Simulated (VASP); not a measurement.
# CuCl (F-43m) in VASP: settings compared, part 3 of 3

VASP 6.6.1. Earlier steps stand in the parts before.

## 6. G0W0 quasiparticle levels, PBE

POSCAR

```
CuCl
1.0
    0.0000000000      2.7100000000      2.7100000000
    2.7100000000      0.0000000000      2.7100000000
    2.7100000000      2.7100000000      0.0000000000
Cu Cl
1 1
Direct
    0.0000000000      0.0000000000      0.0000000000
    0.2500000000      0.2500000000      0.2500000000
```

INCAR.step1

```
SYSTEM = CuCl
  PREC = Accurate
  ENCUT = 500
  EDIFF = 1E-8
  ISMEAR = 0
  SIGMA = 0.01
  LREAL = .False.
  LASPH = .True.
  NELM = 80
  ALGO = Normal
  LWAVE = .True.
  LCHARG = .False.
  GGA = PE
```

INCAR.step2

```
SYSTEM = CuCl
  PREC = Accurate
  ENCUT = 500
  EDIFF = 1E-8
  ISMEAR = 0
  SIGMA = 0.01
  LREAL = .False.
  LASPH = .True.
  NELM = 1
  ALGO = Exact
  LWAVE = .True.
  LCHARG = .False.
  GGA = PE
  NBANDS = 196
  LOPTICS = .True.
  ISTART = 1
```

INCAR.step3

```
SYSTEM = CuCl
  PREC = Accurate
  ENCUT = 500
  EDIFF = 1E-8
  ISMEAR = 0
  SIGMA = 0.01
  LREAL = .False.
  LASPH = .True.
  ALGO = EVGW0
  LWAVE = .False.
  LCHARG = .False.
  GGA = PE
  NELMGW = 1
  NBANDS = 196
  ENCUTGW = 113.3
  NOMEGA = 48
  PRECFOCK = Fast
  ISTART = 1
  NBANDSGW = 17
```

KPOINTS

```
Automatic mesh
0
Gamma
  4 4 4
  0 0 0
```

Potentials or basis: VASP PAW PBE potentials, release 64 (Cu_GW, Cl_GW).

Run with:

```
cat potpaw_PBE.64/Cu_GW/POTCAR potpaw_PBE.64/Cl_GW/POTCAR > POTCAR
cp INCAR.step1 INCAR
mpirun -np 1 vasp_std > vasp.out
cp INCAR.step2 INCAR
mpirun -np 1 vasp_std > vasp.out
cp INCAR.step3 INCAR
mpirun -np 1 vasp_std > vasp.out
```

OUTCAR:

```text
SYSTEM = CuCl
   PREC = Accurate
   ENCUT = 500
   EDIFF = 1E-8
   ISMEAR = 0
   LREAL = .False.
   LASPH = .True.
   GGA = PE
   NELMGW = 1
   ENCUTGW = 113.3
   PRECFOCK = Fast
   ISTART = 1

 ion  position               nearest neighbor table
   1  0.000  0.000  0.000-   2 2.35   2 2.35   2 2.35   2 2.35
   2  0.250  0.250  0.250-   1 2.35   1 2.35   1 2.35   1 2.35

  LATTYP: Found a face centered cubic cell.
 ALAT       =     5.4200000000

  Lattice vectors:

 A1 = (   0.0000000000,   2.7100000000,   2.7100000000)
 A2 = (   2.7100000000,   0.0000000000,   2.7100000000)
 A3 = (   2.7100000000,   2.7100000000,   0.0000000000)

Analysis of symmetry for initial positions (statically):
=====================================================================
 Subroutine PRICEL returns:
 Original cell was already a primitive cell.

 Routine SETGRP: Setting up the symmetry group for a
 face centered cubic supercell.

 Subroutine GETGRP returns: Found 24 space group operations
 (whereof 24 operations were pure point group operations)
 out of a pool of 48 trial point group operations.

The static configuration has the point symmetry T_d .

Analysis of symmetry for dynamics (positions and initial velocities):
=====================================================================
 Subroutine PRICEL returns:
 Original cell was already a primitive cell.

 Routine SETGRP: Setting up the symmetry group for a
 face centered cubic supercell.

 Subroutine GETGRP returns: Found 24 space group operations
 (whereof 24 operations were pure point group operations)
 out of a pool of 48 trial point group operations.

The dynamic configuration has the point symmetry T_d .

 Subroutine INISYM returns: Found 24 space group operations
 (whereof 24 operations are pure point group operations),
 and found     1 'primitive' translations
[... 75 lines left out ...]
   LASPH  =      T    aspherical Exc in radial PAW
   ENCUT  =  500.0 eV  36.75 Ry    6.06 a.u.   6.99  6.99  6.99*2*pi/ulx,y,z
   NELM   =     60;   NELMIN=  2; NELMDL=  0     # of ELM steps
   EDIFF  = 0.1E-07   stopping-criterion for ELM
   LREAL  =      F    real-space projection
   EDIFFG = 0.1E-06   stopping-criterion for IOM
   NSW    =      0    number of steps for IOM
   IBRION =     -1    ionic relax: 0-MD 1-quasi-New 2-CG
   NFREE  =      0    steps in history (QN), initial steepest desc. (CG)
   ISIF   =      0    stress and relaxation
   ISYM   =      3    0-nonsym 1-usesym 2-fastsym
   POTIM  = 0.5000    time-step for ionic-motion
   TEBEG  =    0.0;   TEEND  =   0.0 temperature during run
   PSTRESS=    0.0 pullay stress
   NELECT =      18.0000    total number of electrons
   NUPDOWN=      -1.0000    fix difference up-down
   EMIN   =  10.00;   EMAX   =-10.00  energy-range for DOS
   EFERMI =   0.00;   METHOD = LEGACY
   ISMEAR =     0;   SIGMA  =   0.01  broadening in eV -4-tet -1-fermi 0-gaus
   EFERMI_NEDOS =   21; number of points for ismear=-14 and -15
   IALGO  =     38    algorithm
   IMIX   =      4    mixing-type and parameters
     AMIX     =   0.40;   BMIX     =  1.00
     AMIX_MAG =   1.60;   BMIX_MAG =  1.00
  volume/ion in A,a.u.               =      19.90       134.31
  Fermi-wavevector in a.u.,A,eV,Ry     =   1.256569  2.374571 21.483135  1.578966
  Thomas-Fermi vector in A             =   2.390271
   LORBIT       =      0    0 simple, 1 ext, 2 COOP (PROOUT), +10 PAW based schemes
   GGA     = PE    functional components
   LHFCALC =     T    Hartree Fock is set to
   PRECFOCK=fast      Normal, Fast or Accurate (Low or Medium for compatibility)
   ENCUT4O =  -1.0   cutoff for four orbital integrals eV
   NKREDX  =     1    reduce k-point grid by
   NKREDY  =     1    reduce k-point grid by
   NKREDZ  =     1    reduce k-point grid by
   AEXX    =    1.0000 exact exchange contribution
   HFSCREEN=    0.0000 screening length (either q_TF or 0.3 A-1)
   HFSCREENC=   0.0000 screening length for correlation (either q_TF or 0.3 A-1)
   ENCUTFOCK=  -1.0 apply spherical cutoff to Coloumb kernel
   IVDW    =     0    specifies the selected vdW correction
   LEPSILON=     F    determine dielectric tensor
   LRPA    =     F    only Hartree local field effects (RPA)
   LRPAFORCE           =     F    calculate RPA forces
   ENCUTGW             = 113.3    cutoff for response function in eV
   ENCUTGWSOFT         =  90.6    soft cutoff for Coulomb kernel in GW response function in eV
   ENCUTLF             =  -1.0    cutoff for local field effects
   NELMGW              =     1    number of iterations in solving QP/BSE equation
   NELMHF              =     1    number of iterations in the inner HF iteration
   NKREDLFX            =     1    NKREDLFY  =   1   NKREDLFZ  =   1
 non-spin polarized calculation
 Gauss-broadening in eV      SIGMA  =   0.01
  energy-cutoff  :      500.00
  volume of cell :       39.81
 maximum number of plane-waves:      1036
  NGX = 16; NGY = 16; NGZ = 16
   NGX = 13   NGY = 13   NGZ = 13
 maximum number of plane-waves:       116
 NGX is ok and might be reduce to    14

 QP shifts <psi_nk| G(iteration)W_0 |psi_nk>: iteration 1
 for sc-GW calculations column KS-energies equals QP-energies in previous step
 and V_xc(KS)=  KS-energies - (<T + V_ion + V_H > + <T+V_H+V_ion>^1  + <V_x>^1)

 k-point   1 :       0.0000    0.0000    0.0000
  band No.  KS-energies  QP-energies   sigma(KS)   V_xc(KS)     V^pw_x(r,r')   Z            occupation Imag(sigma)

      1     -13.9976     -14.5233     -15.7662     -14.9186     -24.1793       0.6202       2.0000       1.3347
      2      -1.9020      -2.8260     -16.5644     -15.2047     -21.1865       0.6796       2.0000       0.3234
      3      -1.9020      -2.8260     -16.5644     -15.2047     -21.1865       0.6796       2.0000       0.3234
      4      -1.9020      -2.8260     -16.5644     -15.2047     -21.1865       0.6796       2.0000       0.3234
      5       1.5450       0.5043     -20.5476     -18.9146     -28.4817       0.6373       2.0000       0.2187
      6       1.5450       0.5043     -20.5476     -18.9146     -28.4817       0.6373       2.0000       0.2187
[... 143 lines left out ...]
      3      -2.7238      -3.7667     -15.0842     -13.5880     -18.9172       0.6970       2.0000       0.3078
      4      -2.1125      -3.1141     -15.4167     -13.9971     -18.8180       0.7056       2.0000       0.2459
      5       1.3598       0.3167     -19.1031     -17.4802     -26.4821       0.6427       2.0000       0.2422
      6       1.4543       0.4369     -20.3766     -18.7772     -28.2979       0.6361       2.0000       0.2335
[... 9 lines left out ...]
     16      16.5707      17.0512      -9.8295     -10.4484      -4.3916       0.7764       0.0000      -0.5250
     17      16.8238      17.7146     -10.7580     -11.9064      -4.9504       0.7757       0.0000      -0.5166
```

OUTCAR.step2:

```text
SYSTEM = CuCl
   PREC = Accurate
   ENCUT = 500
   EDIFF = 1E-8
[... 729 lines left out ...]
  --------------------------------------------------------------------------------------------------------------
     0.00000    17.75642    17.75642    17.75642    -0.00000    -0.00000    -0.00000
     2.15502     7.18657     7.18657     7.18657    -0.00000    -0.00000    -0.00000
     4.31004     6.30900     6.30900     6.30900     0.00000     0.00000    -0.00000
     6.46506     3.14249     3.14249     3.14249    -0.00000     0.00000     0.00000
     8.62008     3.88233     3.88233     3.88233    -0.00000     0.00000     0.00000
    10.77510    -0.14483    -0.14483    -0.14483    -0.00000     0.00000     0.00000
[... 92 lines left out ...]
   211.19190     0.98462     0.98462     0.98462     0.00000     0.00000     0.00000
   213.34692     0.98498     0.98498     0.98498     0.00000     0.00000     0.00000
```

Wall time 3.3 min (1 thread of Intel Xeon Platinum 8488C (Sapphire Rapids), shared host); peak memory 0.4 GiB.

What came out:

| Item | Value |
| --- | --- |
| Quasiparticle gap | 1.77 eV |
| Least direct quasiparticle gap | 1.77 eV |
| Band gap of the starting levels on the mesh | 0.52 eV |
| Least direct gap of the starting levels on the mesh | 0.52 eV |

Caveat: the k points lie up to 0.50 Å⁻¹ apart; bands, screening cutoff and mesh are small and nothing is extrapolated, so the quasiparticle values aren't converged.
